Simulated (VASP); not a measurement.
# NaF in VASP: a series of runs, part 2 of 2

VASP 6.6.1. Earlier steps stand in the parts before.

## 4. Single point, PBE (uniaxial x strain +1.5%)

The input, INCAR:

```
SYSTEM = NaF
PREC = Accurate
ENCUT = 520
EDIFF = 1E-6
ISMEAR = -1
SIGMA = 0.02
LREAL = .False.
LASPH = .True.
NELM = 80
ALGO = Normal
ISIF = 2
LWAVE = .False.
LCHARG = .False.
GGA = PE
NBANDS = 14
```

The input, KPOINTS:

```
regular mesh
0
Gamma
  10 10 10
  0 0 0
```

The input, POSCAR:

```
NaF
1.0
    2.8345494318      0.0000000000      0.0000000000
    0.0000000000      2.7934851994      0.0000000000
    0.0000000000      0.0000000000      2.7934851994
Na F
1 1
Direct
    0.0000000000      0.0000000000      0.0000000000
    0.5000000000      0.5000000000      0.5000000000
```

Potentials or basis: VASP PAW PBE potentials, release 64 (Na_pv, F).

The run is started by

```console
$ cat potpaw_PBE.64/Na_pv/POTCAR potpaw_PBE.64/F/POTCAR > POTCAR
$ mpirun -np 1 vasp_std > vasp.out
```

OUTCAR:

```text
SYSTEM = NaF
   PREC = Accurate
   ENCUT = 520
   EDIFF = 1E-6
   ISMEAR = -1
   LREAL = .False.
   LASPH = .True.
   NELM = 80
   ISIF = 2
   GGA = PE

 ion  position               nearest neighbor table
   1  0.000  0.000  0.000-
   2  0.500  0.500  0.500-

  LATTYP: Found a simple tetragonal cell.
 ALAT       =     2.7934851994
 C/A-ratio  =     1.0147000000

  Lattice vectors:

 A1 = (   0.0000000000,   2.7934851994,   0.0000000000)
 A2 = (   0.0000000000,   0.0000000000,   2.7934851994)
 A3 = (   2.8345494318,   0.0000000000,   0.0000000000)

Analysis of symmetry for initial positions (statically):
=====================================================================
 Subroutine PRICEL returns:
 Original cell was already a primitive cell.

 Routine SETGRP: Setting up the symmetry group for a
 simple tetragonal supercell.

 Subroutine GETGRP returns: Found 16 space group operations
 (whereof 16 operations were pure point group operations)
 out of a pool of 16 trial point group operations.

[... 171 lines left out ...]
      1     -20.7683      2.00000
      2     -20.7639      2.00000
      3     -20.7639      2.00000
      4     -20.5506      2.00000
      5      -1.0957      2.00000
      6      -0.9937      2.00000
      7      -0.9937      2.00000
      8       5.3185      0.00000
      9      14.8791      0.00000
     10      15.1491      0.00000
     11      22.7842      0.00000
     12      23.2438      0.00000
     13      23.2438      0.00000
     14      30.2326      0.00000
[... 377 lines left out ...]
      1     -21.1832      2.00000
      2     -20.9170      2.00000
      3     -20.7215      2.00000
      4     -19.9054      2.00000
      5      -2.8170      2.00000
      6      -2.0443      2.00000
      7      -0.7439      2.00000
      8      11.1345      0.00000
      9      12.0950      0.00000
     10      15.4369      0.00000
     11      17.6959      0.00000
     12      22.9392      0.00000
     13      23.8312      0.00000
     14      26.5554      0.00000

 [... further k-points ...]

------------------------ aborting loop because EDIFF is reached ----------------------------------------

  FORCE on cell =-STRESS in cart. coord.  units (eV):
  Direction    XX          YY          ZZ          XY          YZ          ZX
  --------------------------------------------------------------------------------------
  -------------------------------------------------------------------------------------
  Total        0.2269328      0.5594690      0.5594690     -0.0000000      0.0000000      0.0000000
  in kB       16.4373255     40.5237670     40.5237670     -0.0000000      0.0000000      0.0000000
  external PRESSURE =      32.4949532 kB  Pullay stress =       0.0000000 kB

 VOLUME and BASIS-vectors are now :
 -----------------------------------------------------------------------------
  energy-cutoff  :      520.00
  volume of cell :       22.12
      direct lattice vectors                 reciprocal lattice vectors
     2.834549432  0.000000000  0.000000000     0.352789755  0.000000000  0.000000000
     0.000000000  2.793485199  0.000000000     0.000000000  0.357975765  0.000000000
     0.000000000  0.000000000  2.793485199     0.000000000  0.000000000  0.357975765

 POSITION                                       TOTAL-FORCE (eV/Angst)
 -----------------------------------------------------------------------------------
      0.00000      0.00000      0.00000         0.000000      0.000000      0.000000
      1.41727      1.39674      1.39674         0.000000      0.000000      0.000000
 -----------------------------------------------------------------------------------
    total drift:                                0.000000      0.000000     -0.000000

  FREE ENERGIE OF THE ION-ELECTRON SYSTEM (eV)
  ---------------------------------------------------
  free  energy   TOTEN  =        -8.2367093771 eV

  energy  without entropy=       -8.2367093771  energy(sigma->0) =       -8.23670938
```

stdout:

```text
POSCAR found type information on POSCAR NaF
 POSCAR found :  2 types and       2 ions
 scaLAPACK will be used
 LDA part: xc-table for (Slater+PW92), standard interpolation
 POSCAR, INCAR and KPOINTS ok, starting setup
 FFT: planning ... GRIDC
 FFT: planning ... GRID_SOFT
 FFT: planning ... GRID
 WAVECAR not read
 entering main loop
```

Wall time 22 s (1 thread of Intel Xeon Platinum 8375C at 2.90GHz (Ice Lake), shared host); peak memory 0.16 GiB.

What came out:

```
Free energy            : -8.2367 eV
Pressure               : 3.2 GPa
Band gap on the k mesh : 5.99 eV (least direct gap 6.31 eV)
```

Caveat: the cell differs from its parent crystal (uniaxial x strain +1.5%); the cell stands under pressure. A k mesh can miss the band edges.

## 5. Single point, r2SCAN (uniaxial x strain +1.5%)

POSCAR is that of step 4.

The input, INCAR.step1:

```
PREC = Accurate ; ENCUT = 520
ISMEAR = 0 ; SIGMA = 0.01
LREAL = False ; LASPH = True
NELM = 100 ; NBANDS = 14
GGA = PE ; ALGO = Normal
EDIFF = 1E-4 ; LWAVE = True
LCHARG = False
```

The input, INCAR.step2:

```
PREC = Accurate ; ENCUT = 520
EDIFF = 1E-6 ; ISMEAR = 0
SIGMA = 0.01 ; LREAL = False
LASPH = True ; NELM = 100
ALGO = Normal ; ISIF = 2
LWAVE = False ; LCHARG = False
METAGGA = R2SCAN ; LMIXTAU = True
NBANDS = 14 ; ISTART = 1
```

The input, KPOINTS:

```
regular mesh
0
Gamma
  10 10 10
```

The run is started by

```console
$ cat potpaw_PBE.64/Na_pv/POTCAR potpaw_PBE.64/F/POTCAR > POTCAR
$ cp INCAR.step1 INCAR
$ mpirun -np 1 vasp_std > vasp.out
$ cp INCAR.step2 INCAR
$ mpirun -np 1 vasp_std > vasp.out
```

It took 82 s on 1 thread of Intel Xeon Platinum 8375C at 2.90GHz (Ice Lake), shared host; peak memory 0.16 GiB.

It converged, with:

* Free energy: -12.3101 eV
* Pressure: -1.6 GPa
* Band gap on the k mesh: 6.99 eV (least direct gap 7.31 eV)

Stress tensor (GPa, compression positive):
```
-3.27  0.00  0.00
 0.00 -0.82  0.00
 0.00  0.00 -0.82
```

Levels at points of the mesh, in eV from the valence-band top:
```tsv
k point	band 3	band 4	band 5	band 6	band 7	band 8	band 9	band 10	band 11	band 12
(0.00, 0.00, 0.00)	-20.69	-20.69	-0.43	-0.32	-0.32	6.99	16.24	16.52	25.06	25.53
(0.50, 0.00, 0.00)	-20.67	-20.02	-2.60	-0.22	-0.22	11.75	12.69	20.35	22.29	24.92
(0.00, 0.50, 0.00)	-20.67	-20.03	-2.60	-0.30	-0.20	11.75	12.87	20.33	22.17	24.51
(0.50, 0.50, 0.00)	-20.65	-20.51	-1.91	-1.87	0.00	12.85	16.18	16.34	16.48	24.60
(0.00, 0.50, 0.50)	-20.64	-20.48	-1.87	-1.87	-0.07	12.96	16.27	16.36	16.36	24.24
(0.50, 0.50, 0.50)	-20.85	-20.27	-1.69	-1.69	-1.65	15.37	15.37	15.37	20.15	20.45
```

Caveat: the cell differs from its parent crystal (uniaxial x strain +1.5%); the PAW data sets were made with another functional, which shifts forces and pressure a little. A k mesh can miss the band edges.

## 6. Single point, HSE06 (strain +2.4%)

The input, POSCAR:

```
NaF
1.0
    2.8599701471      0.0000000000      0.0000000000
    0.0000000000      2.8599701471      0.0000000000
    0.0000000000      0.0000000000      2.8599701471
Na F
1 1
Direct
    0.0000000000      0.0000000000      0.0000000000
    0.5000000000      0.5000000000      0.5000000000
```

The input, INCAR.step1:

```
PREC = Accurate
ENCUT = 520
EDIFF = 1E-5
ISMEAR = 0
SIGMA = 0.01
LREAL = F
LASPH = T
NELM = 80
ALGO = Normal
ISIF = 2
LWAVE = T
LCHARG = F
GGA = PE
NBANDS = 14
```

The input, INCAR.step2:

```
PREC = Accurate
ENCUT = 520
EDIFF = 1E-6
ISMEAR = 0
SIGMA = 0.01
LREAL = F
LASPH = T
NELM = 80
ALGO = Normal
ISIF = 2
LWAVE = F
LCHARG = F
GGA = PE
LHFCALC = T
HFSCREEN = 0.2079
PRECFOCK = Normal
ISTART = 1
NBANDS = 14
```

The input, KPOINTS:

```
Automatic mesh
0
Gamma
  6 6 6
```

Potentials or basis: VASP PAW PBE potentials, release 64 (Na_pv, F).

The run is started by

```console
$ cat potpaw_PBE.64/Na_pv/POTCAR potpaw_PBE.64/F/POTCAR > POTCAR
$ cp INCAR.step1 INCAR
$ mpirun -np 1 vasp_std > vasp.out
$ cp INCAR.step2 INCAR
$ mpirun -np 1 vasp_std > vasp.out
```

Run time: 6.6 min. Hardware: 1 thread of Intel Xeon Platinum 8375C at 2.90GHz (Ice Lake), shared host; peak memory 0.23 GiB.

Results (log left out):

```
Free energy            : -9.9896 eV
Pressure               : -1.9 GPa
Band gap on the k mesh : 7.82 eV (least direct gap 8.14 eV)
```

Levels at points of the mesh, in eV from the valence-band top:
```csv
k point,band 3,band 4,band 5,band 6,band 7,band 8,band 9,band 10,band 11,band 12
"(0.00, 0.00, 0.00)",-21.68,-21.30,-0.32,-0.32,-0.32,7.82,17.72,17.72,25.59,25.59
"(0.50, 0.00, 0.00)",-21.66,-20.62,-2.50,-0.20,-0.20,12.59,13.58,21.77,23.02,25.19
"(0.50, 0.50, 0.00)",-21.64,-20.83,-1.82,-1.82,0.00,13.77,17.02,17.02,17.49,25.60
"(0.50, 0.50, 0.50)",-21.83,-20.62,-1.58,-1.58,-1.58,16.17,16.17,16.17,21.34,21.34
```

Caveat: the cell differs from its parent crystal (strain +2.4%); the PAW data sets were made with another functional, which shifts forces and pressure a little.

## 7. Summary

```tsv
level	cell	k mesh	smearing	grid for exact exchange (PRECFOCK)	share of exact exchange	screening parameter	gap on the mesh (eV)	pressure (GPa)
PBE	a = 2.860 Å, 2 atoms	10 × 10 × 10	fermi-dirac 0.02 eV	-	-	-	5.67	0.1
r2SCAN	a = 2.860 Å, 2 atoms	10 × 10 × 10	gaussian 0.01 eV	-	-	-	6.65	-4.3
PBE	a = 2.835, b = 2.793, c = 2.793 Å, 2 atoms	10 × 10 × 10	fermi-dirac 0.02 eV	-	-	-	5.99	3.2
r2SCAN	a = 2.835, b = 2.793, c = 2.793 Å, 2 atoms	10 × 10 × 10	gaussian 0.01 eV	-	-	-	6.99	-1.6
HSE06	a = 2.860 Å, 2 atoms	6 × 6 × 6	gaussian 0.01 eV	Normal	0.25	0.2079 1/Å	7.82	-1.9
```

Alike in all rows: task single point; potentials or basis VASP PAW PBE potentials, release 64 (Na_pv, F); no spin polarisation; cutoff (eV) 520.

Caveats: the PAW data sets were made with another functional, which shifts forces and pressure a little (at least some runs); the cell stands under tension (at least some runs); the cell stands under pressure (at least some runs).

Total energies depend on the potentials used, so only differences within one code and one set of settings carry meaning.
